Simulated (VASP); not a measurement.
Runs of VASP 6.6.1 on MgS. The structure is that of space group I4/mmm (No. 139), or close to it. The cells are those of the table. 

```tsv
cell	gap on the mesh (eV)	pressure (GPa)
a = 3.588, b = 3.588, c = 3.679 Å, angles 59.2, 59.2, 61.7°, 2 atoms	(b)	3.6
a = 3.728, b = 3.728, c = 3.863 Å, angles 58.8, 58.8, 62.4°, 2 atoms	2.29	-5.0
a = 3.772, b = 3.772, c = 3.863 Å, angles 59.2, 59.2, 61.6°, 2 atoms	(c)	-6.8
a = 3.728, b = 3.728, c = 3.587 Å, angles 61.2, 61.2, 57.5°, 2 atoms	2.46	(a)
a = 3.684, b = 3.684, c = 3.863 Å, angles 58.4, 58.4, 63.2°, 2 atoms	2.28	-2.8
```

Alike in all rows: task single point; level PBEsol; potentials or basis VASP PAW PBE potentials, release 64 (Mg, S); no spin polarisation; k mesh 8 × 8 × 8; cutoff (eV) 520; smearing gaussian 0.05 eV.

Question: Estimate the missing entries.

Answer: (a) -0.2; (b) 2.58; (c) 2.32.

Caveats: the PAW data sets were made with another functional, which shifts forces and pressure a little.

A k mesh can miss the band edges.
